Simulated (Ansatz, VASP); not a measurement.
## WC: VASP and Ansatz over several settings

```
W C
1.0
     1.64035   -2.11804    0.00000
     1.64035    2.11804    0.00000
     0.00000    0.00000    4.30942
W C
1 1
Cartesian
  1.6403 0.0000 2.1547
  0.0000 0.0000 0.0000
```

Single points on this cell with VASP 6.6.1 and Ansatz 0.2.0. Each row is one pair of runs. Alike in all rows: spin: off; VASP's potentials, cutoff: VASP PAW PBE potentials, release 64 (W_sv, C), 520 eV.

```csv
level,k mesh,smearing,"Ansatz's potentials, cutoff","gap on the k mesh at the Fermi level (eV), VASP","gap on the k mesh at the Fermi level (eV), Ansatz"
PBE,10 × 10 × 6,"gaussian, width 0.025 eV","Ansatz PAW, 420 eV",none,none
PBE,10 × 10 × 6,"gaussian, width 0.026 eV","Ansatz PAW, 420 eV",none,none
PBE,10 × 10 × 6,"gaussian, width 0.027 eV","Ansatz PAW, 420 eV",none,none
PBE,10 × 10 × 6,"gaussian, width 0.028 eV","Ansatz PAW, 420 eV",none,none
HF,5 × 5 × 3,"fermi-dirac, width 0.05 eV","Ansatz PAW, 420 eV",none,none
r2SCAN0,5 × 5 × 3,"fermi-dirac, width 0.05 eV","Ansatz PAW, 500 eV",none,none
r2SCANh,5 × 5 × 3,"fermi-dirac, width 0.05 eV","Ansatz PAW, 500 eV",none,none
r2SCAN50,5 × 5 × 3,"fermi-dirac, width 0.05 eV","Ansatz PAW, 500 eV",none,none
```

A gap of «none» marks a metal or a gap that the smearing closes.

The k mesh is coarse in some rows, so the values compare programs but aren't converged. Neither program's run includes spin-orbit coupling. Noted on VASP's runs: the cell as given lies far from equilibrium. Noted on Ansatz's runs: the cell as given lies far from equilibrium.
